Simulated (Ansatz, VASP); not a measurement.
One calculation of CaHg2Ge2, two programs

```xyz
5
Lattice="0.0000 4.5159 0.0000 4.5159 0.0000 0.0000 2.2580 2.2580 -5.8192" Properties=species:S:1:pos:R:3 pbc="T T T"
Ge    2.2580    2.2580   -1.3268
Ge    4.5159    4.5159   -4.4924
Ca    0.0000    0.0000    0.0000
Hg    2.2580    4.5159   -2.9096
Hg    4.5159    2.2580   -2.9096
```

Alike in both runs: task single point; functional r2SCAN; k mesh 6 × 6 × 6; occupations gaussian, width 0.0164 eV; no spin polarisation.

```csv
,VASP,Ansatz
version,VASP 6.6.1,Ansatz 0.2.0
potentials or method,"VASP PAW PBE potentials, release 64 (Ge_d, Ca_sv, Hg), cutoff 520 eV",PAW plane waves
valence electrons in the cell,62,78
```

|  | VASP | Ansatz | Ansatz less VASP |
| --- | --- | --- | --- |
| pressure (GPa) | 0.2 | 0.1 | -0.17 |
| traceless stress, the component that is largest in VASP (GPa) | -2.47 | -2.39 | +0.080 |
| rms of the force components (eV/Å) | 0.417 | 0.409 | -0.0087 |

VASP's potentials were made for PBE, not for r2SCAN. Atom by atom the forces differ by 0.009 eV/Å (rms over components). VASP's potentials hold 62 valence electrons a cell and Ansatz's 78, so a difference there can come from the potentials and not from the codes.

Neither program's run includes spin-orbit coupling.
